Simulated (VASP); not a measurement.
# LiF (Fm-3m) in VASP: further runs

Runs on LiF. Level: PBE. Tasks: relaxation of cell and atoms.

Program: VASP 6.6.1. These are calculated values, not measurements. Logs are shortened: lines on timing, memory, paths and dates and some standing lists are left out, and cuts for length are marked.

## (1) The cell of the first run

Symmetry: Fm-3m, No. 225, cubic system. Conventional cell: a = 4.028 Å, b = 4.028 Å, c = 4.028 Å, α = 90.00°, β = 90.00°, γ = 90.00°. Within 2.7 Å of Li (site symmetry m-3m) lie 6 F at 2.01 Å. F (site symmetry m-3m) has 6 Li at 2.01 Å within 2.7 Å.

## (2) Relaxation of cell and atoms, PBE, target pressure 10 GPa, at which the enthalpy is minimised

File INCAR:

```
SYSTEM = LiF
  ALGO = Normal
  EDIFF = 1E-7
  EDIFFG = -0.03
  ENCUT = 750
  GGA = PE
  GGA_COMPAT = .False.
  IBRION = 2
  ISIF = 3
  ISMEAR = 0
  LASPH = .True.
  LCHARG = .False.
  LREAL = .False.
  LWAVE = .False.
  NELM = 120
  NELMIN = 4
  NSW = 60
  PREC = Accurate
  PSTRESS = 100.0
  SIGMA = 0.1
```

File KPOINTS:

```
k-points
0
Gamma
  10 10 10
  0 0 0
```

File POSCAR:

```
LiF
1.0
    0.0000000000      2.0140000000      2.0140000000
    2.0140000000      0.0000000000      2.0140000000
    2.0140000000      2.0140000000      0.0000000000
Li F
1 1
Direct
    0.0000000000      0.0000000000      0.0000000000
    0.5000000000      0.5000000000      0.5000000000
```

Potentials or basis: VASP PAW PBE potentials, release 64 (Li_sv, F).

Run with:

```bash
cat potpaw_PBE.64/Li_sv/POTCAR potpaw_PBE.64/F/POTCAR > POTCAR
mpirun -np 1 vasp_std > vasp.out
```

OUTCAR:

```text
SYSTEM = LiF
   EDIFF = 1E-7
   EDIFFG = -0.03
   ENCUT = 750
   GGA = PE
   IBRION = 2
   ISIF = 3
   ISMEAR = 0
   LASPH = .True.
   LREAL = .False.
   NELM = 120
   NELMIN = 4
   NSW = 60
   PREC = Accurate
   PSTRESS = 100.0

 ion  position               nearest neighbor table
   1  0.000  0.000  0.000-   2 2.01   2 2.01   2 2.01   2 2.01   2 2.01   2 2.01
   2  0.500  0.500  0.500-   1 2.01   1 2.01   1 2.01   1 2.01   1 2.01   1 2.01

  LATTYP: Found a face centered cubic cell.
 ALAT       =     4.0280000000

  Lattice vectors:

 A1 = (   0.0000000000,   2.0140000000,   2.0140000000)
 A2 = (   2.0140000000,   0.0000000000,   2.0140000000)
 A3 = (   2.0140000000,   2.0140000000,   0.0000000000)

Analysis of symmetry for initial positions (statically):
=====================================================================
 Subroutine PRICEL returns:
 Original cell was already a primitive cell.

 Routine SETGRP: Setting up the symmetry group for a
 face centered cubic supercell.

 Subroutine GETGRP returns: Found 48 space group operations
 (whereof 48 operations were pure point group operations)
 out of a pool of 48 trial point group operations.

The static configuration has the point symmetry O_h .

Analysis of symmetry for dynamics (positions and initial velocities):
=====================================================================
 Subroutine PRICEL returns:
 Original cell was already a primitive cell.

 Routine SETGRP: Setting up the symmetry group for a
 face centered cubic supercell.

 Subroutine GETGRP returns: Found 48 space group operations
 (whereof 48 operations were pure point group operations)
 out of a pool of 48 trial point group operations.

The dynamic configuration has the point symmetry O_h .

 Subroutine INISYM returns: Found 48 space group operations
 (whereof 48 operations are pure point group operations),
 and found     1 'primitive' translations

----------------------------------------------------------------------------------------

                                     Primitive cell

  volume of cell :      16.3384

  direct lattice vectors                    reciprocal lattice vectors
     0.000000000  2.014000000  2.014000000    -0.248262165  0.248262165  0.248262165
     2.014000000  0.000000000  2.014000000     0.248262165 -0.248262165  0.248262165
     2.014000000  2.014000000  0.000000000     0.248262165  0.248262165 -0.248262165

  length of vectors
     2.848226115  2.848226115  2.848226115     0.430002683  0.430002683  0.430002683

  position of ions in fractional coordinates (direct lattice)
     0.000000000  0.000000000  0.000000000
     0.500000000  0.500000000  0.500000000

  ion indices of the primitive-cell ions
   primitive index   ion index
                 1           1
                 2           2

----------------------------------------------------------------------------------------

 KPOINTS: k-points

Automatic generation of k-mesh.
 Grid dimensions read from file:
 generate k-points for:   10   10   10

 Generating k-lattice:

  Cartesian coordinates                     Fractional coordinates (reciprocal lattice)
    -0.024826216  0.024826216  0.024826216     0.100000000  0.000000000  0.000000000
     0.024826216 -0.024826216  0.024826216     0.000000000  0.100000000  0.000000000
     0.024826216  0.024826216 -0.024826216     0.000000000  0.000000000  0.100000000

  Length of vectors
     0.043000268  0.043000268  0.043000268

  Shift w.r.t. Gamma in fractional coordinates (k-lattice)
     0.000000000  0.000000000  0.000000000

 Subroutine IBZKPT returns following result:
 ===========================================

 Found     47 irreducible k-points:

 Following reciprocal coordinates:
            Coordinates               Weight
  0.000000  0.000000  0.000000      1.000000
  0.100000  0.000000  0.000000      8.000000
  0.200000  0.000000  0.000000      8.000000
  0.300000  0.000000  0.000000      8.000000
  0.400000  0.000000  0.000000      8.000000
  0.500000  0.000000  0.000000      4.000000
[... 16 lines left out ...]
  0.300000  0.300000  0.000000      6.000000
  0.400000  0.300000  0.000000     24.000000
 [... further k-points ...]
   k-points           NKPTS =     47   k-points in BZ     NKDIM =     47   number of bands    NBANDS=      9
   number of dos      NEDOS =    301   number of ions     NIONS =      2
   total plane-waves  NPLWV =  21952
   dimension x,y,z NGX =    28 NGY =   28 NGZ =   28
   dimension x,y,z NGXF=    56 NGYF=   56 NGZF=   56
   ions per type =               1   1
   NGX,Y,Z   is equivalent  to a cutoff of  16.34, 16.34, 16.34 a.u.
   NGXF,Y,Z  is equivalent  to a cutoff of  32.69, 32.69, 32.69 a.u.
 SYSTEM =  LiF
   PREC   = accura    normal or accurate (medium, high low for compatibility)
   ISTART =      0    job   : 0-new  1-cont  2-samecut
   ICHARG =      2    charge: 1-file 2-atom 10-const
   ISPIN  =      1    spin polarized calculation?
   LNONCOLLINEAR =      F non collinear calculations
   LSORBIT =      F    spin-orbit coupling
   LASPH  =      T    aspherical Exc in radial PAW
   ENCUT  =  750.0 eV  55.12 Ry    7.42 a.u.   6.36  6.36  6.36*2*pi/ulx,y,z
   NELM   =    120;   NELMIN=  4; NELMDL= -5     # of ELM steps
   EDIFF  = 0.1E-06   stopping-criterion for ELM
   LREAL  =      F    real-space projection
   EDIFFG = -.3E-01   stopping-criterion for IOM
   NSW    =     60    number of steps for IOM
   IBRION =      2    ionic relax: 0-MD 1-quasi-New 2-CG
   NFREE  =      1    steps in history (QN), initial steepest desc. (CG)
   ISIF   =      3    stress and relaxation
   ISYM   =      2    0-nonsym 1-usesym 2-fastsym
   POTIM  = 0.5000    time-step for ionic-motion
   TEBEG  =    0.0;   TEEND  =   0.0 temperature during run
   PSTRESS=  100.0 pullay stress
   NELECT =      10.0000    total number of electrons
   NUPDOWN=      -1.0000    fix difference up-down
   EMIN   =  10.00;   EMAX   =-10.00  energy-range for DOS
   EFERMI =   0.00;   METHOD = LEGACY
   ISMEAR =     0;   SIGMA  =   0.10  broadening in eV -4-tet -1-fermi 0-gaus
   EFERMI_NEDOS =   21; number of points for ismear=-14 and -15
   IALGO  =     38    algorithm
   IMIX   =      4    mixing-type and parameters
     AMIX     =   0.40;   BMIX     =  1.00
     AMIX_MAG =   1.60;   BMIX_MAG =  1.00
  volume/ion in A,a.u.               =       8.17        55.13
  Fermi-wavevector in a.u.,A,eV,Ry     =   1.389970  2.626662 26.286674  1.932016
  Thomas-Fermi vector in A             =   2.513950
   LORBIT       =      0    0 simple, 1 ext, 2 COOP (PROOUT), +10 PAW based schemes
   GGA     = PE    functional components
   LHFCALC =     F    Hartree Fock is set to
   AEXX    =    0.0000 exact exchange contribution
   IVDW    =     0    specifies the selected vdW correction
   LEPSILON=     F    determine dielectric tensor
   LRPA    =     F    only Hartree local field effects (RPA)
 conjugate gradient relaxation of ions
 non-spin polarized calculation
 Gauss-broadening in eV      SIGMA  =   0.10
  energy-cutoff  :      750.00
  volume of cell :       16.34
 maximum number of plane-waves:       778
 NGX is ok and might be reduce to    28
   NGX = 13   NGY = 13   NGZ = 13

--------------------------------------- Ionic step        1  -------------------------------------------

 number of electron      10.0000002 magnetization

 Free energy of the ion-electron system (eV)
  ---------------------------------------------------
  ext. energy  EPLUGINS =         0.00000000
  ---------------------------------------------------
  free energy    TOTEN  =        -9.64256640 eV

  energy without entropy =       -9.64256640  energy(sigma->0) =       -9.64256640

 E-fermi :  -0.4409     XC(G=0):  -9.9846

 val. band max:       -1.0291300624   @ k =   0.0000   0.0000   0.0000
 cond. band min:       8.0487336233   @ k =   0.0000   0.0000   0.0000
 fundamental gap:      9.0778636857
 Fermi energy:        -0.4408751631

 k-point     1 :       0.0000    0.0000    0.0000
  band No.  band energies     occupation
      1     -41.9342      2.00000
      2     -21.0010      2.00000
      3      -1.0291      2.00000
      4      -1.0291      2.00000
      5      -1.0291      2.00000
      6       8.0487      0.00000
      7      22.9434      0.00000
      8      22.9434      0.00000
      9      22.9435      0.00000
[... 640 lines left out ...]
  FREE ENERGIE OF THE ION-ELECTRON SYSTEM (eV)
  ---------------------------------------------------
  free  energy   TOTEN  =        -9.6166392535 eV

  energy  without entropy=       -9.6166392535  energy(sigma->0) =       -9.61663925

  enthalpy is  TOTEN    =        -8.6602343133 eV   P V=        0.9564049402

--------------------------------------- Ionic step        3  -------------------------------------------

 number of electron       9.9999997 magnetization

 Free energy of the ion-electron system (eV)
  ---------------------------------------------------
  ext. energy  EPLUGINS =         0.00000000
  ---------------------------------------------------
  free energy    TOTEN  =        -9.59648051 eV

  energy without entropy =       -9.59648051  energy(sigma->0) =       -9.59648051

 E-fermi :   0.0193     XC(G=0): -10.4287

 val. band max:       -0.4545855195   @ k =   0.0000   0.0000   0.0000
 cond. band min:       9.4634644278   @ k =   0.0000   0.0000   0.0000
 fundamental gap:      9.9180499473
 Fermi energy:         0.0193034095

 k-point     1 :       0.0000    0.0000    0.0000
  band No.  band energies     occupation
      1     -41.1810      2.00000
      2     -20.6864      2.00000
      3      -0.4546      2.00000
      4      -0.4546      2.00000
      5      -0.4546      2.00000
      6       9.4635      0.00000
      7      24.7263      0.00000
      8      24.7263      0.00000
      9      24.7263      0.00000
[... 298 lines left out ...]
 POSITION                                       TOTAL-FORCE (eV/Angst)
 -----------------------------------------------------------------------------------
      0.00000      0.00000      0.00000        -0.000000     -0.000000     -0.000000
      1.95474      1.95474      1.95474         0.000000      0.000000      0.000000
 -----------------------------------------------------------------------------------
    total drift:                                0.000000      0.000000      0.000000

  FREE ENERGIE OF THE ION-ELECTRON SYSTEM (eV)
  ---------------------------------------------------
  free  energy   TOTEN  =        -9.5964805144 eV

  energy  without entropy=       -9.5964805144  energy(sigma->0) =       -9.59648051

  enthalpy is  TOTEN    =        -8.6641208960 eV   P V=        0.9323596184

 reached required accuracy - stopping structural energy minimisation
```

Wall time 40 s (1 thread of Intel Xeon Platinum 8259CL at 2.50GHz (Skylake/Cascade Lake), shared host); peak memory 0.15 GiB.

What came out:

```
Free energy                                                : -9.5965 eV
Relaxed volume                                             : 7.47 Å³/atom
Relaxed cell                                               : a = 2.764 Å, b = 2.764 Å, c = 2.764 Å, α = 60.00°, β = 60.00°, γ = 60.00°
Space group after relaxing (to 0.1 Å)                      : Fm-3m (No. 225)
Energy change on relaxing (the run minimises the enthalpy) : +23.0 meV/atom
Ionic steps                                                : 3
Pressure after relaxing                                    : 9.8 GPa
Band gap on the k mesh                                     : 9.92 eV
```

The path:
```tsv
step	energy change (eV)	largest force (eV/Å)	pressure (GPa)	volume (Å³)
1	0.0000	0.0000	1.40	16.34
2	0.0259	0.0000	7.11	15.32
3	0.0461	0.0000	9.75	14.94
```

Final structure:
```
Li F
1.0
     0.00000    1.95474    1.95474
     1.95474    0.00000    1.95474
     1.95474    1.95474    0.00000
Li F
1 1
Direct
  0.00000 0.00000 0.00000
  0.50000 0.50000 0.50000
```

Levels at points of the mesh, in eV from the valence-band top:
| k point | band 1 | band 2 | band 3 | band 4 | band 5 | band 6 | band 7 | band 8 | band 9 |
| --- | --- | --- | --- | --- | --- | --- | --- | --- | --- |
| (0.00, 0.00, 0.00) | -40.73 | -20.23 | 0.00 | 0.00 | 0.00 | 9.92 | 25.18 | 25.18 | 25.18 |
| (0.50, 0.00, 0.00) | -40.64 | -19.73 | -2.80 | -0.26 | -0.26 | 11.26 | 17.82 | 19.63 | 19.63 |
| (0.50, 0.50, 0.00) | -40.62 | -19.39 | -3.41 | -1.14 | -1.14 | 15.68 | 16.90 | 18.55 | 21.33 |

Caveat: the cell is relaxed towards a set pressure, so the run minimises the enthalpy, not the energy. A hybrid or GW would open this gap; PBE tends to underestimate it.

## (3) Relaxation of cell and atoms, PBE, target pressure 20 GPa, at which the enthalpy is minimised

File INCAR:

```
ALGO = Normal
EDIFF = 1E-7
EDIFFG = -0.03
ENCUT = 750
GGA = PE
GGA_COMPAT = False
IBRION = 2
ISIF = 3
ISMEAR = 0
LASPH = True
LCHARG = False
LREAL = False
LWAVE = False
NELM = 120
NELMIN = 4
NSW = 60
PREC = Accurate
PSTRESS = 200.0
SIGMA = 0.1
```

File KPOINTS:

```
k-points
0
Gamma
  10 10 10
```

POSCAR is that of step 2.

Potentials or basis: VASP PAW PBE potentials, release 64 (Li_sv, F).

Run with:

```bash
cat potpaw_PBE.64/Li_sv/POTCAR potpaw_PBE.64/F/POTCAR > POTCAR
mpirun -np 1 vasp_std > vasp.out
```

Wall time 42 s (1 thread of Intel Xeon Platinum 8259CL at 2.50GHz (Skylake/Cascade Lake), shared host); peak memory 0.15 GiB.

The run converged. Its results:

| Property | Result |
| --- | --- |
| Free energy | -9.4952 eV |
| Relaxed volume | 6.91 Å³/atom |
| Relaxed cell | a = 2.693 Å, b = 2.693 Å, c = 2.693 Å, α = 60.00°, β = 60.00°, γ = 60.00° |
| Space group after relaxing (to 0.1 Å) | Fm-3m (No. 225) |
| Energy change on relaxing (the run minimises the enthalpy) | +73.7 meV/atom |
| Ionic steps | 3 |
| Pressure after relaxing | 19.7 GPa |
| Band gap on the k mesh | 10.73 eV |

Step by step:
```
step  energy change (eV)  largest force (eV/Å)  pressure (GPa)  volume (Å³)
   1              0.0000                0.0000            1.40        16.34
   2              0.1049                0.0000           15.90        14.20
   3              0.1474                0.0000           19.74        13.81
```

Final structure:
```cif
data_structure
_symmetry_space_group_name_H-M 'P 1'
_symmetry_Int_Tables_number 1
_cell_length_a 2.6932
_cell_length_b 2.6932
_cell_length_c 2.6932
_cell_angle_alpha 60.000
_cell_angle_beta 60.000
_cell_angle_gamma 60.000
_cell_volume 13.81
loop_
_atom_site_label
_atom_site_type_symbol
_atom_site_fract_x
_atom_site_fract_y
_atom_site_fract_z
_atom_site_occupancy
Li1 Li 0.00000 0.00000 0.00000 1
F1 F 0.50000 0.50000 0.50000 1
```

Levels at points of the mesh, in eV from the valence-band top:
```csv
k point,band 3,band 4,band 5,band 6,band 7,band 8
"(0.00, 0.00, 0.00)",0.00,0.00,0.00,10.73,26.02,26.02
"(0.50, 0.00, 0.00)",-3.07,-0.29,-0.29,11.71,18.84,20.26
"(0.50, 0.50, 0.00)",-3.80,-1.28,-1.28,16.50,17.25,19.59
```

Caveat: the cell is relaxed towards a set pressure, so the run minimises the enthalpy, not the energy; the volume moved by over 15 % at a fixed basis, so the end points are rough. A k mesh can miss the band edges.
